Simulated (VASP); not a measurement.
# Ti5W (P-6m2) in VASP: single point with PBE

Aim: the single point of Ti5W with PBE.

Program: VASP 6.6.1. These are calculated values, not measurements. Logs are shortened: lines on timing, memory, paths and dates and some standing lists are left out, and cuts for length are marked.

### Step 1. The cell of the first run

Symmetry: P-6m2, No. 187, hexagonal system. The conventional cell has a = 2.882 Å, b = 2.882 Å, c = 14.208 Å, α = 90.00°, β = 90.00°, γ = 120.00°. Within 3.8 Å of Ti (site symmetry 3m) lie 9 Ti at 2.86 to 2.88 Å and 3 W at 2.90 Å. Ti (site symmetry -6m2) has 12 Ti at 2.88 to 2.91 Å within 3.8 Å. Within 3.8 Å of Ti (site symmetry 3m) lie 12 Ti at 2.86 to 2.91 Å. W (site symmetry -6m2) has 6 W at 2.88 Å and 6 Ti at 2.90 Å within 3.8 Å.

### Step 2. Single point, PBE, collinear spin

File INCAR:

```
PREC = Accurate
ENCUT = 550
EDIFF = 1E-6
ISMEAR = 0
SIGMA = 0.1
LREAL = False
LASPH = True
NELM = 300
ALGO = All
ISIF = 2
LWAVE = False
LCHARG = False
ISPIN = 2
MAGMOM = 1 1 1 1 1 0
LORBIT = 11
LMAXMIX = 4
GGA = PE
NBANDS = 50
GGA_COMPAT = False
ISEARCH = 1
KPAR = 4
```

File KPOINTS:

```
regular mesh
0
Gamma
  6 6 2
```

File POSCAR:

```
Ti5W
1.0
    2.8823874977      0.0000000000      0.0000000000
   -1.4411937488      2.4962207965      0.0000000000
    0.0000000000      0.0000000000     14.2076132909
Ti W
5 1
Direct
    0.3333333333      0.6666666667      0.8324493003
    0.3333333333      0.6666666667      0.1675506997
    0.3333333333      0.6666666667      0.5000000000
    0.6666666667      0.3333333333      0.3315566505
    0.6666666667      0.3333333333      0.6684433495
    0.6666666667      0.3333333333      0.0000000000
```

Potentials or basis: VASP PAW PBE potentials, release 64 (Ti_sv, W_sv).

Started as:

```bash
$ cat potpaw_PBE.64/Ti_sv/POTCAR potpaw_PBE.64/W_sv/POTCAR > POTCAR
$ mpirun -np 4 vasp_std > vasp.out
```

OUTCAR:

```text
PREC = Accurate
   ENCUT = 550
   EDIFF = 1E-6
   ISMEAR = 0
   LREAL = False
   LASPH = True
   NELM = 300
   ISIF = 2
   ISPIN = 2
   LORBIT = 11
   GGA = PE

 ion  position               nearest neighbor table
   1  0.333  0.667  0.832-   5 2.86   5 2.86   5 2.86   6 2.90   6 2.90   6 2.90
   2  0.333  0.667  0.168-   4 2.86   4 2.86   4 2.86   6 2.90   6 2.90   6 2.90
   3  0.333  0.667  0.500-   4 2.91   5 2.91   4 2.91   5 2.91   4 2.91   5 2.91
   4  0.667  0.333  0.332-   2 2.86   2 2.86   2 2.86   3 2.91   3 2.91   3 2.91
   5  0.667  0.333  0.668-   1 2.86   1 2.86   1 2.86   3 2.91   3 2.91   3 2.91
   6  0.667  0.333  0.000-   1 2.90   2 2.90   1 2.90   2 2.90   1 2.90   2 2.90

  LATTYP: Found a hexagonal cell.
 ALAT       =     2.8823874977
 C/A-ratio  =     4.9291128629

  Lattice vectors:

 A1 = (   2.8823874977,   0.0000000000,   0.0000000000)
 A2 = (  -1.4411937488,   2.4962207965,   0.0000000000)
 A3 = (   0.0000000000,   0.0000000000,  14.2076132909)

Analysis of symmetry for initial positions (statically):
=====================================================================
 Subroutine PRICEL returns:
 Original cell was already a primitive cell.

 Routine SETGRP: Setting up the symmetry group for a
 hexagonal supercell.

 Subroutine GETGRP returns: Found 12 space group operations
 (whereof 12 operations were pure point group operations)
 out of a pool of 24 trial point group operations.

The static configuration has the point symmetry D_3h.

Analysis of symmetry for dynamics (positions and initial velocities):
=====================================================================
 Subroutine PRICEL returns:
 Original cell was already a primitive cell.

 Routine SETGRP: Setting up the symmetry group for a
 hexagonal supercell.

 Subroutine GETGRP returns: Found 12 space group operations
 (whereof 12 operations were pure point group operations)
 out of a pool of 24 trial point group operations.

The dynamic configuration has the point symmetry D_3h.

Analysis of structural, dynamic, and magnetic symmetry:
=====================================================================
 Subroutine PRICEL returns:
 Original cell was already a primitive cell.

 Routine SETGRP: Setting up the symmetry group for a
 hexagonal supercell.

 Subroutine GETGRP returns: Found 12 space group operations
 (whereof 12 operations were pure point group operations)
 out of a pool of 24 trial point group operations.

The overall configuration has the point symmetry D_3h.

 Subroutine INISYM returns: Found 12 space group operations
 (whereof 12 operations are pure point group operations),
 and found     1 'primitive' translations

----------------------------------------------------------------------------------------

                                     Primitive cell

  volume of cell :     102.2249

  direct lattice vectors                    reciprocal lattice vectors
     2.882387498  0.000000000  0.000000000     0.346934616  0.200302794  0.000000000
    -1.441193749  2.496220796  0.000000000     0.000000000  0.400605588  0.000000000
     0.000000000  0.000000000 14.207613291     0.000000000  0.000000000  0.070384799

  length of vectors
     2.882387498  2.882387498 14.207613291     0.400605588  0.400605588  0.070384799

  position of ions in fractional coordinates (direct lattice)
     0.333333333  0.666666667  0.832449300
     0.333333333  0.666666667  0.167550700
     0.333333333  0.666666667  0.500000000
     0.666666667  0.333333333  0.331556650
     0.666666667  0.333333333  0.668443350
     0.666666667  0.333333333  0.000000000

  ion indices of the primitive-cell ions
   primitive index   ion index
                 1           1
                 2           2
                 3           3
                 4           4
                 5           5
                 6           6

----------------------------------------------------------------------------------------

 KPOINTS: regular mesh

Automatic generation of k-mesh.
[... 33 lines left out ...]
  0.500000  0.000000  0.500000      3.000000
  0.166667  0.166667  0.500000      6.000000
  0.333333  0.166667  0.500000     12.000000
  0.333333  0.333333  0.500000      2.000000
   k-points           NKPTS =     14   k-points in BZ     NKDIM =     14   number of bands    NBANDS=     50
   number of dos      NEDOS =    301   number of ions     NIONS =      6
   total plane-waves  NPLWV =  64512
   dimension x,y,z NGX =    24 NGY =   24 NGZ =  112
   dimension x,y,z NGXF=    48 NGYF=   48 NGZF=  224
   ions per type =               5   1
   NGX,Y,Z   is equivalent  to a cutoff of  13.84, 13.84, 13.11 a.u.
   NGXF,Y,Z  is equivalent  to a cutoff of  27.68, 27.68, 26.21 a.u.
 SYSTEM =  unknown system
   PREC   = accura    normal or accurate (medium, high low for compatibility)
   ISTART =      0    job   : 0-new  1-cont  2-samecut
   ICHARG =      2    charge: 1-file 2-atom 10-const
   ISPIN  =      2    spin polarized calculation?
   LNONCOLLINEAR =      F non collinear calculations
   LSORBIT =      F    spin-orbit coupling
   LASPH  =      T    aspherical Exc in radial PAW
   ENCUT  =  550.0 eV  40.42 Ry    6.36 a.u.   5.51  5.51 27.17*2*pi/ulx,y,z
   NELM   =    300;   NELMIN=  2; NELMDL= -5     # of ELM steps
   EDIFF  = 0.1E-05   stopping-criterion for ELM
   LREAL  =      F    real-space projection
   EDIFFG = 0.1E-04   stopping-criterion for IOM
   NSW    =      0    number of steps for IOM
   IBRION =     -1    ionic relax: 0-MD 1-quasi-New 2-CG
   NFREE  =      0    steps in history (QN), initial steepest desc. (CG)
   ISIF   =      2    stress and relaxation
   ISYM   =      2    0-nonsym 1-usesym 2-fastsym
   POTIM  = 0.5000    time-step for ionic-motion
   TEBEG  =    0.0;   TEEND  =   0.0 temperature during run
   PSTRESS=    0.0 pullay stress
   NELECT =      74.0000    total number of electrons
   NUPDOWN=      -1.0000    fix difference up-down
   EMIN   =  10.00;   EMAX   =-10.00  energy-range for DOS
   EFERMI =   0.00;   METHOD = LEGACY
   ISMEAR =     0;   SIGMA  =   0.10  broadening in eV -4-tet -1-fermi 0-gaus
   EFERMI_NEDOS =   21; number of points for ismear=-14 and -15
   IALGO  =     58    algorithm
   IMIX   =      4    mixing-type and parameters
     AMIX     =   0.40;   BMIX     =  1.00
     AMIX_MAG =   1.60;   BMIX_MAG =  1.00
  volume/ion in A,a.u.               =      17.04       114.97
  Fermi-wavevector in a.u.,A,eV,Ry     =   1.469941  2.777786 29.398470  2.160727
  Thomas-Fermi vector in A             =   2.585258
   LORBIT       =     11    0 simple, 1 ext, 2 COOP (PROOUT), +10 PAW based schemes
   GGA     = PE    functional components
   LHFCALC =     F    Hartree Fock is set to
   AEXX    =    0.0000 exact exchange contribution
   IVDW    =     0    specifies the selected vdW correction
   LEPSILON=     F    determine dielectric tensor
   LRPA    =     F    only Hartree local field effects (RPA)
 spin polarized calculation
 Gauss-broadening in eV      SIGMA  =   0.10
  energy-cutoff  :      550.00
  volume of cell :      102.22
 maximum number of plane-waves:      3078
 NGX is ok and might be reduce to    24
   NGX = 11   NGY = 11   NGZ = 55

 number of electron      73.9999997 magnetization       0.0003074

 Free energy of the ion-electron system (eV)
  ---------------------------------------------------
  ext. energy  EPLUGINS =         0.00000000
  ---------------------------------------------------
  free energy    TOTEN  =       -51.46815046 eV

  energy without entropy =      -51.42413791  energy(sigma->0) =      -51.44614418

 E-fermi :   8.7855     XC(G=0): -11.8638

 val. band max:        8.7601899645   @ k =   0.3333   0.0000   0.0000
 cond. band min:       8.8206284630   @ k =   0.3333   0.0000   0.5000
 fundamental gap:      0.0604384985
 Fermi energy:         8.7855187881

 spin component 1

 k-point     1 :       0.0000    0.0000    0.0000
  band No.  band energies     occupation
      1     -64.9273      1.00000
      2     -48.0162      1.00000
      3     -48.0037      1.00000
      4     -47.9695      1.00000
      5     -47.9259      1.00000
      6     -47.9023      1.00000
[... 717 lines left out ...]
     48      11.7481      0.00000
     49      11.9665      0.00000
 Fermi energy:         8.7855187881

 spin component 2

 k-point     1 :       0.0000    0.0000    0.0000
  band No.  band energies     occupation
      1     -64.9275      1.00000
      2     -48.0160      1.00000
      3     -48.0035      1.00000
      4     -47.9689      1.00000
      5     -47.9261      1.00000
      6     -47.9024      1.00000
[... 717 lines left out ...]
     48      11.7320      0.00000
     49      11.9402      0.00000
 [bands above 49 left out]

------------------------ aborting loop because EDIFF is reached ----------------------------------------

  FORCE on cell =-STRESS in cart. coord.  units (eV):
  Direction    XX          YY          ZZ          XY          YZ          ZX
  --------------------------------------------------------------------------------------
  -------------------------------------------------------------------------------------
  Total       -0.1829682     -0.1829682      0.0146843     -0.0000000     -0.0000000      0.0000000
  in kB       -2.8676736     -2.8676736      0.2301482     -0.0000000     -0.0000000      0.0000000
  external PRESSURE =      -1.8350663 kB  Pullay stress =       0.0000000 kB

 VOLUME and BASIS-vectors are now :
 -----------------------------------------------------------------------------
  energy-cutoff  :      550.00
  volume of cell :      102.22
      direct lattice vectors                 reciprocal lattice vectors
     2.882387498  0.000000000  0.000000000     0.346934616  0.200302794  0.000000000
    -1.441193749  2.496220796  0.000000000     0.000000000  0.400605588  0.000000000
     0.000000000  0.000000000 14.207613291     0.000000000  0.000000000  0.070384799

 POSITION                                       TOTAL-FORCE (eV/Angst)
 -----------------------------------------------------------------------------------
     -0.00000      1.66415     11.82712         0.000000     -0.000000      0.002236
     -0.00000      1.66415      2.38050         0.000000      0.000000     -0.002236
     -0.00000      1.66415      7.10381        -0.000000     -0.000000      0.000000
      1.44119      0.83207      4.71063         0.000000     -0.000000     -0.024967
      1.44119      0.83207      9.49698         0.000000     -0.000000      0.024967
      1.44119      0.83207      0.00000         0.000000      0.000000      0.000000
 -----------------------------------------------------------------------------------
    total drift:                                0.000000     -0.000000      0.000000

  FREE ENERGIE OF THE ION-ELECTRON SYSTEM (eV)
  ---------------------------------------------------
  free  energy   TOTEN  =       -51.4681504597 eV

  energy  without entropy=      -51.4241367465  energy(sigma->0) =      -51.44614360

 total charge

# of ion       s       p       d       tot
------------------------------------------
    1        2.246   6.140   1.890  10.277
    2        2.246   6.140   1.890  10.277
    3        2.251   6.118   1.901  10.270
    4        2.254   6.126   1.897  10.278
    5        2.254   6.126   1.897  10.278
    6        2.407   6.242   3.289  11.938
--------------------------------------------------
tot         13.659  36.894  12.765  63.318

 magnetization (x)

# of ion       s       p       d       tot
------------------------------------------
    1        0.000   0.000   0.001   0.001
    2        0.000   0.000   0.001   0.001
    3        0.000   0.000   0.001   0.001
    4       -0.000  -0.000  -0.001  -0.001
    5       -0.000  -0.000  -0.001  -0.001
    6       -0.000  -0.000  -0.001  -0.001
--------------------------------------------------
tot         -0.000  -0.000   0.000   0.000
```

Run time: 3.1 min. Hardware: 4 MPI ranks of AMD EPYC 7R13 (Zen 3), shared host; peak memory 0.45 GiB.

What came out:

```yaml
Free_energy: -51.4682 eV
Pressure: -0.2 GPa
Largest_force: 0.025 eV/Å
Band_gap_on_the_k_mesh: zero (filled and empty bands overlap)
Net_moment: 0.00 μB per cell
Valence_electrons_inside_the_program's_atomic_spheres: Ti 10.28, 10.27 (each value once); W 11.94
```

Forces in eV/Å, atoms in the order of the input:
```
Ti   0.000  0.000  0.002
Ti   0.000  0.000 -0.002
Ti   0.000  0.000  0.000
Ti   0.000  0.000 -0.025
Ti   0.000  0.000  0.025
W    0.000  0.000  0.000
```

Caveat: the k points lie up to 0.42 Å⁻¹ apart, too coarse for converged energies and pressures of a metal; spin-orbit coupling is left out, which moves the levels of the heavy elements.

The gap in the log of VASP goes by the Fermi energy; the results here count the filled bands.